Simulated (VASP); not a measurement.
# BP (F-43m) in VASP: a series of runs, part 2 of 2

VASP 6.6.1.

### 4 Relaxation of cell and atoms, r2SCAN

POSCAR

```
BP
1.0
    0.0000000000      2.2690000000      2.2690000000
    2.2690000000      0.0000000000      2.2690000000
    2.2690000000      2.2690000000      0.0000000000
B P
1 1
Direct
    0.0000000000      0.0000000000      0.0000000000
    0.2500000000      0.2500000000      0.2500000000
```

INCAR.step1

```
SYSTEM = BP
PREC = Accurate
ENCUT = 600
ISMEAR = 1
SIGMA = 0.02
LREAL = .False.
LASPH = .True.
NELM = 60
GGA = PE
ALGO = Normal
EDIFF = 1E-4
LWAVE = .True.
LCHARG = .False.
```

INCAR.step2

```
SYSTEM = BP
PREC = Accurate
ENCUT = 600
EDIFF = 1E-6
ISMEAR = 1
SIGMA = 0.02
LREAL = .False.
LASPH = .True.
NELM = 60
ALGO = Normal
ISIF = 3
LWAVE = .False.
LCHARG = .False.
METAGGA = R2SCAN
LMIXTAU = .True.
IBRION = 2
NSW = 80
EDIFFG = -0.01
ISTART = 1
```

KPOINTS

```
Automatic mesh
0
Gamma
  8 8 8
  0 0 0
```

Potentials or basis: VASP PAW PBE potentials, release 64 (B, P).

The run is started by

```sh
> cat potpaw_PBE.64/B/POTCAR potpaw_PBE.64/P/POTCAR > POTCAR
> cp INCAR.step1 INCAR
> mpirun -np 1 vasp_std > vasp.out
> cp INCAR.step2 INCAR
> mpirun -np 1 vasp_std > vasp.out
```

OUTCAR:

```text
SYSTEM = BP
   PREC = Accurate
   ENCUT = 600
   EDIFF = 1E-6
   ISMEAR = 1
   LREAL = .False.
   LASPH = .True.
   NELM = 60
   ISIF = 3
   METAGGA = R2SCAN
   IBRION = 2
   NSW = 80
   EDIFFG = -0.01
   ISTART = 1

 ion  position               nearest neighbor table
   1  0.000  0.000  0.000-   2 1.97   2 1.97   2 1.97   2 1.97
   2  0.250  0.250  0.250-   1 1.97   1 1.97   1 1.97   1 1.97

  LATTYP: Found a face centered cubic cell.
 ALAT       =     4.5380000000

  Lattice vectors:

 A1 = (   0.0000000000,   2.2690000000,   2.2690000000)
 A2 = (   2.2690000000,   0.0000000000,   2.2690000000)
 A3 = (   2.2690000000,   2.2690000000,   0.0000000000)

Analysis of symmetry for initial positions (statically):
[... 5 lines left out ...]
 face centered cubic supercell.

 Subroutine GETGRP returns: Found 24 space group operations
 (whereof 24 operations were pure point group operations)
 out of a pool of 48 trial point group operations.

The static configuration has the point symmetry T_d .

Analysis of symmetry for dynamics (positions and initial velocities):
[... 5 lines left out ...]
 face centered cubic supercell.

 Subroutine GETGRP returns: Found 24 space group operations
 (whereof 24 operations were pure point group operations)
 out of a pool of 48 trial point group operations.

The dynamic configuration has the point symmetry T_d .

 Subroutine INISYM returns: Found 24 space group operations
 (whereof 24 operations are pure point group operations),
 and found     1 'primitive' translations

----------------------------------------------------------------------------------------

                                     Primitive cell

  volume of cell :      23.3633

  direct lattice vectors                    reciprocal lattice vectors
     0.000000000  2.269000000  2.269000000    -0.220361393  0.220361393  0.220361393
     2.269000000  0.000000000  2.269000000     0.220361393 -0.220361393  0.220361393
     2.269000000  2.269000000  0.000000000     0.220361393  0.220361393 -0.220361393

  length of vectors
     3.208850573  3.208850573  3.208850573     0.381677128  0.381677128  0.381677128

  position of ions in fractional coordinates (direct lattice)
     0.000000000  0.000000000  0.000000000
     0.250000000  0.250000000  0.250000000

  ion indices of the primitive-cell ions
   primitive index   ion index
                 1           1
                 2           2

----------------------------------------------------------------------------------------

 KPOINTS: Automatic mesh

Automatic generation of k-mesh.
 Grid dimensions read from file:
 generate k-points for:    8    8    8

 Generating k-lattice:

  Cartesian coordinates                     Fractional coordinates (reciprocal lattice)
    -0.027545174  0.027545174  0.027545174     0.125000000  0.000000000  0.000000000
     0.027545174 -0.027545174  0.027545174     0.000000000  0.125000000  0.000000000
     0.027545174  0.027545174 -0.027545174     0.000000000  0.000000000  0.125000000

  Length of vectors
     0.047709641  0.047709641  0.047709641

  Shift w.r.t. Gamma in fractional coordinates (k-lattice)
     0.000000000  0.000000000  0.000000000

 Subroutine IBZKPT returns following result:
 ===========================================

 Found     29 irreducible k-points:

 Following reciprocal coordinates:
            Coordinates               Weight
  0.000000  0.000000  0.000000      1.000000
  0.125000  0.000000  0.000000      8.000000
  0.250000  0.000000  0.000000      8.000000
  0.375000  0.000000  0.000000      8.000000
  0.500000  0.000000  0.000000      4.000000
  0.125000  0.125000  0.000000      6.000000
[... 16 lines left out ...]
  0.500000  0.250000  0.125000     48.000000
 -0.375000  0.250000  0.125000     24.000000
 [... further k-points ...]
   k-points           NKPTS =     29   k-points in BZ     NKDIM =     29   number of bands    NBANDS=      8
   number of dos      NEDOS =    301   number of ions     NIONS =      2
   total plane-waves  NPLWV =  21952
   dimension x,y,z NGX =    28 NGY =   28 NGZ =   28
   dimension x,y,z NGXF=    56 NGYF=   56 NGZF=   56
   ions per type =               1   1
   NGX,Y,Z   is equivalent  to a cutoff of  14.51, 14.51, 14.51 a.u.
   NGXF,Y,Z  is equivalent  to a cutoff of  29.01, 29.01, 29.01 a.u.
 SYSTEM =  BP
   PREC   = accura    normal or accurate (medium, high low for compatibility)
   ISTART =      1    job   : 0-new  1-cont  2-samecut
   ICHARG =      0    charge: 1-file 2-atom 10-const
   ISPIN  =      1    spin polarized calculation?
   LNONCOLLINEAR =      F non collinear calculations
   LSORBIT =      F    spin-orbit coupling
   LASPH  =      T    aspherical Exc in radial PAW
   ENCUT  =  600.0 eV  44.10 Ry    6.64 a.u.   6.41  6.41  6.41*2*pi/ulx,y,z
   NELM   =     60;   NELMIN=  2; NELMDL=  0     # of ELM steps
   EDIFF  = 0.1E-05   stopping-criterion for ELM
   LREAL  =      F    real-space projection
   EDIFFG = -.1E-01   stopping-criterion for IOM
   NSW    =     80    number of steps for IOM
   IBRION =      2    ionic relax: 0-MD 1-quasi-New 2-CG
   NFREE  =      1    steps in history (QN), initial steepest desc. (CG)
   ISIF   =      3    stress and relaxation
   ISYM   =      2    0-nonsym 1-usesym 2-fastsym
   POTIM  = 0.5000    time-step for ionic-motion
   TEBEG  =    0.0;   TEEND  =   0.0 temperature during run
   PSTRESS=    0.0 pullay stress
   NELECT =       8.0000    total number of electrons
   NUPDOWN=      -1.0000    fix difference up-down
   EMIN   =  10.00;   EMAX   =-10.00  energy-range for DOS
   EFERMI =   0.00;   METHOD = LEGACY
   ISMEAR =     1;   SIGMA  =   0.02  broadening in eV -4-tet -1-fermi 0-gaus
   EFERMI_NEDOS =   21; number of points for ismear=-14 and -15
   IALGO  =     38    algorithm
   IMIX   =      4    mixing-type and parameters
     AMIX     =   0.40;   BMIX     =  1.00
     AMIX_MAG =   1.60;   BMIX_MAG =  1.00
  volume/ion in A,a.u.               =      11.68        78.83
  Fermi-wavevector in a.u.,A,eV,Ry     =   1.145320  2.164342 17.847562  1.311759
  Thomas-Fermi vector in A             =   2.282009
   LORBIT       =      0    0 simple, 1 ext, 2 COOP (PROOUT), +10 PAW based schemes
   METAGGA = R2SCAN    functional components
   LHFCALC =     F    Hartree Fock is set to
   AEXX    =    0.0000 exact exchange contribution
   IVDW    =     0    specifies the selected vdW correction
   LEPSILON=     F    determine dielectric tensor
   LRPA    =     F    only Hartree local field effects (RPA)
 conjugate gradient relaxation of ions
 non-spin polarized calculation
 Methfessel and Paxton  Order N= 1 SIGMA  =   0.02
  energy-cutoff  :      600.00
  volume of cell :       23.36
 maximum number of plane-waves:       799
 NGX is ok and might be reduce to    28
   NGX = 13   NGY = 13   NGZ = 13

--------------------------------------- Ionic step        1  -------------------------------------------

 number of electron       8.0000000 magnetization

 Free energy of the ion-electron system (eV)
  ---------------------------------------------------
  ext. energy  EPLUGINS =         0.00000000
  ---------------------------------------------------
  free energy    TOTEN  =       -17.31198685 eV

  energy without entropy =      -17.31199365  energy(sigma->0) =      -17.31198912

------------------------ aborting loop because EDIFF is reached ----------------------------------------

  FORCE on cell =-STRESS in cart. coord.  units (eV):
  Direction    XX          YY          ZZ          XY          YZ          ZX
  --------------------------------------------------------------------------------------
  -------------------------------------------------------------------------------------
  Total       -0.0945575     -0.0945575     -0.0945575     -0.0000000     -0.0000000     -0.0000000
  in kB       -6.4844460     -6.4844460     -6.4844460     -0.0000000     -0.0000000     -0.0000000
  external PRESSURE =      -6.4844460 kB  Pullay stress =       0.0000000 kB
[... 57 lines left out ...]
  energy  without entropy=      -17.3120638465  energy(sigma->0) =      -17.31205932

--------------------------------------- Ionic step        3  -------------------------------------------

 number of electron       8.0000000 magnetization

 Free energy of the ion-electron system (eV)
  ---------------------------------------------------
  ext. energy  EPLUGINS =         0.00000000
  ---------------------------------------------------
  free energy    TOTEN  =       -17.31216910 eV

  energy without entropy =      -17.31217590  energy(sigma->0) =      -17.31217137

 E-fermi :   7.4519     XC(G=0): -11.5178

 val. band max:        7.4350513836   @ k =   0.0000   0.0000   0.0000
 cond. band min:       8.9076466732   @ k =   0.3750   0.3750   0.0000
 fundamental gap:      1.4725952896
 Fermi energy:         7.4518887520

 k-point     1 :       0.0000    0.0000    0.0000
  band No.  band energies     occupation
      1      -8.8593      2.00000
      2       7.4351      2.00000
      3       7.4351      2.00000
      4       7.4351      1.99999
      5      11.0819      0.00000
      6      11.0819      0.00000
      7      11.0819      0.00000
      8      15.5083      0.00000
[... 243 lines left out ...]
 k-point    24 :      -0.3750    0.2500    0.1250
  band No.  band energies     occupation
      1      -4.6476      2.00000
      2      -1.4976      2.00000
      3       2.6594      2.00000
      4       4.1435      2.00000
      5      11.9953      0.00000
      6      13.0078      0.00000
      7      16.3584      0.00000
      8      17.9700      0.00000

 [... further k-points ...]
[... 5 lines left out ...]
  --------------------------------------------------------------------------------------
  -------------------------------------------------------------------------------------
  Total        0.0012095      0.0012095      0.0012095      0.0000000      0.0000000     -0.0000000
  in kB        0.0832638      0.0832638      0.0832638      0.0000000      0.0000000     -0.0000000
  external PRESSURE =       0.0832638 kB  Pullay stress =       0.0000000 kB
[... 17 lines left out ...]
  FREE ENERGIE OF THE ION-ELECTRON SYSTEM (eV)
  ---------------------------------------------------
  free  energy   TOTEN  =       -17.3121691022 eV

  energy  without entropy=      -17.3121758967  energy(sigma->0) =      -17.31217137

 reached required accuracy - stopping structural energy minimisation
```

OUTCAR.step1:

```text
SYSTEM = BP
   PREC = Accurate
   ENCUT = 600
   ISMEAR = 1
   LREAL = .False.
   LASPH = .True.
[... 486 lines left out ...]
      0.00000      0.00000      0.00000         0.000000      0.000000      0.000000
      1.13450      1.13450      1.13450        -0.000000     -0.000000     -0.000000
 -----------------------------------------------------------------------------------
    total drift:                               -0.000000     -0.000000      0.000000

  FREE ENERGIE OF THE ION-ELECTRON SYSTEM (eV)
  ---------------------------------------------------
  free  energy   TOTEN  =       -12.9302104808 eV

  energy  without entropy=      -12.9302172752  energy(sigma->0) =      -12.93021275
```

OSZICAR.step1:

```text
N       E                     dE             d eps       ncg     rms          rms(c)
DAV:   1     0.124612976146E+02    0.12461E+02   -0.46922E+03   464   0.103E+03
DAV:   2    -0.133456411444E+02   -0.25807E+02   -0.23325E+02   736   0.117E+02
DAV:   3    -0.136377741767E+02   -0.29213E+00   -0.29214E+00   544   0.164E+01
DAV:   4    -0.136386231783E+02   -0.84900E-03   -0.84900E-03   744   0.818E-01
DAV:   5    -0.136386233564E+02   -0.17816E-06   -0.17823E-06   560   0.129E-02    0.720E+00
DAV:   6    -0.130289147157E+02    0.60971E+00   -0.16407E+00   528   0.703E+00    0.392E+00
DAV:   7    -0.129377731624E+02    0.91142E-01   -0.25758E-01   696   0.310E+00    0.131E+00
DAV:   8    -0.129296931788E+02    0.80800E-02   -0.27993E-02   496   0.116E+00    0.213E-01
DAV:   9    -0.129300033001E+02   -0.31012E-03   -0.47580E-04   664   0.203E-01    0.120E-01
DAV:  10    -0.129302006511E+02   -0.19735E-03   -0.29052E-04   520   0.135E-01    0.269E-02
DAV:  11    -0.129302104808E+02   -0.98297E-05   -0.11779E-05   232   0.310E-02
   1 F= -.12930210E+02 E0= -.12930213E+02  d E =0.679442E-05
```

Run time: 71 s. Hardware: 1 thread of Intel Xeon Platinum 8488C (Sapphire Rapids), shared host; peak memory 0.16 GiB.

Results:

| Quantity | Value |
| --- | --- |
| Free energy | -17.3122 eV |
| Relaxed volume | 11.64 Å³/atom |
| Relaxed cell | a = 3.205 Å, b = 3.205 Å, c = 3.205 Å, α = 60.00°, β = 60.00°, γ = 60.00° |
| Space group after relaxing (to 0.05 Å) | F-43m (No. 216) |
| Energy gained by relaxing | 0.1 meV/atom |
| Ionic steps | 3 |
| Pressure after relaxing | 0.0 GPa |
| Band gap on the k mesh | 1.47 eV, indirect (least direct gap 3.65 eV) |

The path:
| step | energy change (eV) | largest force (eV/Å) | pressure (GPa) | volume (Å³) |
| --- | --- | --- | --- | --- |
| 1 | 0.0000 | 0.0000 | -0.65 | 23.36 |
| 2 | -0.0001 | 0.0000 | 0.52 | 23.20 |
| 3 | -0.0002 | 0.0000 | 0.01 | 23.27 |

Final structure:
```yaml
crystal:
  lattice:
    - [0.00000, 2.26609, 2.26609]
    - [2.26609, 0.00000, 2.26609]
    - [2.26609, 2.26609, 0.00000]
  atoms:
    - { symbol: B, position: [0.00000, 0.00000, 0.00000] }
    - { symbol: P, position: [0.25000, 0.25000, 0.25000] }
```

Caveat: the PAW data sets were made with another functional, which shifts forces and pressure a little. r2SCAN opens gaps a little over a GGA but as a rule still falls short of measured ones.

### 5 Relaxation of cell and atoms, r2SCAN+D4

POSCAR is that of step 4.

INCAR.step1

```
SYSTEM = BP
ALGO = Normal
EDIFF = 1E-4
ENCUT = 600
GGA = PE
ISMEAR = 1
LASPH = .TRUE.
LCHARG = .FALSE.
LREAL = .FALSE.
LWAVE = .TRUE.
NELM = 60
PREC = Accurate
SIGMA = 0.02
```

INCAR.step2

```
SYSTEM = BP
ALGO = Normal
EDIFF = 1E-6
EDIFFG = -0.01
ENCUT = 600
IBRION = 2
ISIF = 3
ISMEAR = 1
ISTART = 1
IVDW = 13
LASPH = .TRUE.
LCHARG = .FALSE.
LMIXTAU = .TRUE.
LREAL = .FALSE.
LWAVE = .FALSE.
METAGGA = R2SCAN
NELM = 60
NSW = 80
PREC = Accurate
SIGMA = 0.02
VDW_A1 = 0.51559235
VDW_A2 = 5.77342911
VDW_S6 = 1.0
VDW_S8 = 0.6018749
```

KPOINTS

```
k-points
0
G
  8 8 8
  0 0 0
```

Potentials or basis: VASP PAW PBE potentials, release 64 (B, P).

The run is started by

```sh
> cat potpaw_PBE.64/B/POTCAR potpaw_PBE.64/P/POTCAR > POTCAR
> cp INCAR.step1 INCAR
> mpirun -np 1 vasp_std > vasp.out
> cp INCAR.step2 INCAR
> mpirun -np 1 vasp_std > vasp.out
```

OUTCAR:

```text
SYSTEM = BP
   EDIFF = 1E-6
   EDIFFG = -0.01
   ENCUT = 600
   IBRION = 2
   ISIF = 3
   ISMEAR = 1
   ISTART = 1
   IVDW = 13
   LASPH = .TRUE.
   LREAL = .FALSE.
   METAGGA = R2SCAN
   NELM = 60
   NSW = 80
   PREC = Accurate

 ion  position               nearest neighbor table
   1  0.000  0.000  0.000-   2 1.97   2 1.97   2 1.97   2 1.97
   2  0.250  0.250  0.250-   1 1.97   1 1.97   1 1.97   1 1.97

  LATTYP: Found a face centered cubic cell.
 ALAT       =     4.5380000000

  Lattice vectors:

 A1 = (   0.0000000000,   2.2690000000,   2.2690000000)
 A2 = (   2.2690000000,   0.0000000000,   2.2690000000)
 A3 = (   2.2690000000,   2.2690000000,   0.0000000000)

Analysis of symmetry for initial positions (statically):
[... 5 lines left out ...]
 face centered cubic supercell.

 Subroutine GETGRP returns: Found 24 space group operations
 (whereof 24 operations were pure point group operations)
 out of a pool of 48 trial point group operations.

[... 244 lines left out ...]
 number of electron       8.0000000 magnetization

 Free energy of the ion-electron system (eV)
  ---------------------------------------------------
  ext. energy  EPLUGINS =         0.00000000
  ---------------------------------------------------
  free energy    TOTEN  =       -17.31077662 eV

  energy without entropy =      -17.31078342  energy(sigma->0) =      -17.31077889

 E-fermi :   7.5785     XC(G=0): -11.5658

 val. band max:        7.5616524864   @ k =   0.0000   0.0000   0.0000
 cond. band min:       9.0217052117   @ k =   0.3750   0.3750   0.0000
 fundamental gap:      1.4600527253
 Fermi energy:         7.5784900063

 k-point     1 :       0.0000    0.0000    0.0000
  band No.  band energies     occupation
      1      -8.8308      2.00000
      2       7.5617      2.00001
      3       7.5617      2.00000
      4       7.5617      2.00000
      5      11.2249      0.00000
      6      11.2249      0.00000
      7      11.2249      0.00000
      8      15.8057      0.00000
[... 243 lines left out ...]
 k-point    24 :      -0.3750    0.2500    0.1250
  band No.  band energies     occupation
      1      -4.5702      2.00000
      2      -1.4392      2.00000
      3       2.7513      2.00000
      4       4.2377      2.00000
      5      12.1229      0.00000
      6      13.1730      0.00000
      7      16.5557      0.00000
      8      18.1655      0.00000

 [... further k-points ...]

------------------------ aborting loop because EDIFF is reached ----------------------------------------

  DFT-D4 for vdW energy calculation

  Edisp (eV):   -0.27052
[... 25 lines left out ...]
  FREE ENERGIE OF THE ION-ELECTRON SYSTEM (eV)
  ---------------------------------------------------
  free  energy   TOTEN  =       -17.5812946632 eV

  energy  without entropy=      -17.5813014576  energy(sigma->0) =      -17.58129693

 reached required accuracy - stopping structural energy minimisation
```

OUTCAR.step1:

```text
SYSTEM = BP
   EDIFF = 1E-4
   ENCUT = 600
   GGA = PE
   ISMEAR = 1
   LASPH = .TRUE.
   LREAL = .FALSE.
[... 485 lines left out ...]
      0.00000      0.00000      0.00000         0.000000      0.000000      0.000000
      1.13450      1.13450      1.13450        -0.000000     -0.000000     -0.000000
 -----------------------------------------------------------------------------------
    total drift:                               -0.000000     -0.000000      0.000000

  FREE ENERGIE OF THE ION-ELECTRON SYSTEM (eV)
  ---------------------------------------------------
  free  energy   TOTEN  =       -12.9302104808 eV

  energy  without entropy=      -12.9302172752  energy(sigma->0) =      -12.93021275
```

Wall time 79 s (1 thread of Intel Xeon Platinum 8488C (Sapphire Rapids), shared host); peak memory 0.15 GiB.

Results:

```
Free energy                            : -17.5813 eV
Relaxed volume                         : 11.51 Å³/atom
Relaxed cell                           : a = 3.193 Å, b = 3.193 Å, c = 3.193 Å, α = 60.00°, β = 60.00°, γ = 60.00°
Space group after relaxing (to 0.05 Å) : F-43m (No. 216)
Energy gained by relaxing              : 1.3 meV/atom
Ionic steps                            : 3
Pressure after relaxing                : 0.0 GPa
Band gap on the k mesh                 : 1.46 eV, indirect (least direct gap 3.66 eV)
Dispersion energy per atom             : -0.135 eV
```

Step by step:
```csv
step,energy change (eV),largest force (eV/Å),pressure (GPa),volume (Å³)
1,0.0000,0.0000,-2.43,23.36
2,-0.0010,0.0000,2.02,22.77
3,-0.0026,0.0000,0.01,23.03
```

Final structure:
```
B P
1.0
     0.00000    2.25812    2.25812
     2.25812    0.00000    2.25812
     2.25812    2.25812    0.00000
B P
1 1
Direct
  0.00000 0.00000 0.00000
  0.25000 0.25000 0.25000
```

Caveat: the PAW data sets were made with another functional, which shifts forces and pressure a little. r2SCAN opens gaps a little over a GGA but as a rule still falls short of measured ones.

### 6 Summary

| level | gap on the mesh (eV) | pressure (GPa) | relaxed volume (Å³/atom) |
| --- | --- | --- | --- |
| RPBE | 1.31 | 0.0 | 11.94 |
| r2SCAN+rVV10 | 1.44 | 0.0 | 11.60 |
| r2SCAN | 1.47 | 0.0 | 11.64 |
| r2SCAN+D4 | 1.46 | 0.0 | 11.51 |

Alike in all rows: task relaxation of cell and atoms; potentials or basis VASP PAW PBE potentials, release 64 (B, P); no spin polarisation; cell relaxed; k mesh 8 × 8 × 8; cutoff (eV) 600; smearing methfessel-paxton 0.02 eV.

Caveats: the PAW data sets were made with another functional, which shifts forces and pressure a little.

Total energies depend on the potentials used, so only differences within one code and one set of settings carry meaning.
